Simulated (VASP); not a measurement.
Ga2S:

```xyz
3
Lattice="1.7712 1.0226 5.3494 -1.7712 1.0226 5.3494 0.0000 -2.0452 5.3494" Properties=species:S:1:pos:R:3 pbc="T T T"
Ga    0.0000    0.0000   12.0361
Ga    0.0000    0.0000    4.0120
S     0.0000    0.0000    0.0000
```

* Program: VASP 6.6.1
* Task: relaxation of cell and atoms
* Functional: PBE
* Potentials or basis: VASP PAW PBE potentials, release 64 (Ga_d, S)
* Cutoff: 600 eV
* k mesh: 6 × 6 × 6
* Occupations: gaussian, width 0.1 eV
* Spin: no spin polarisation

At the start: pressure 13.0 GPa; volume 19.38 Å³/atom.

Task: How do energy, volume and symmetry change on relaxing?

Result: Over 11 steps the energy falls by 247.1 meV/atom and the volume is 19.75 Å³/atom (+1.9 %); space group R-3m (No. 166, to 0.1 Å) before and after.

The path:
| step | energy change (eV) | largest force (eV/Å) | pressure (GPa) | volume (Å³) |
| --- | --- | --- | --- | --- |
| 1 | 0.0000 | 2.3592 | 12.97 | 58.13 |
| 2 | -0.6698 | 0.0431 | -1.02 | 72.35 |
| 3 | -0.6732 | 0.1719 | -0.37 | 71.16 |
| 4 | -0.6731 | 0.1402 | -0.52 | 71.44 |
| 5 | -0.6770 | 0.1264 | -0.52 | 70.90 |
| 6 | -0.6876 | 0.1289 | -0.48 | 69.30 |
| 7 | -0.7139 | 0.1336 | -0.56 | 66.18 |
| 8 | -0.7323 | 0.0049 | 0.21 | 60.23 |
| 9 | -0.7398 | 0.0163 | -0.06 | 59.48 |
| 10 | -0.7354 | 0.0574 | 0.44 | 58.45 |
| 11 | -0.7412 | 0.0242 | -0.01 | 59.24 |

Final structure:
```yaml
crystal:
  lattice:
    - [1.79706, 1.03753, 5.29576]
    - [-1.79706, 1.03753, 5.29576]
    - [0.00000, -2.07507, 5.29576]
  atoms:
    - { symbol: Ga, position: [0.76967, 0.76967, 0.76967] }
    - { symbol: Ga, position: [0.23033, 0.23033, 0.23033] }
    - { symbol: S, position: [0.00000, 0.00000, 0.00000] }
```
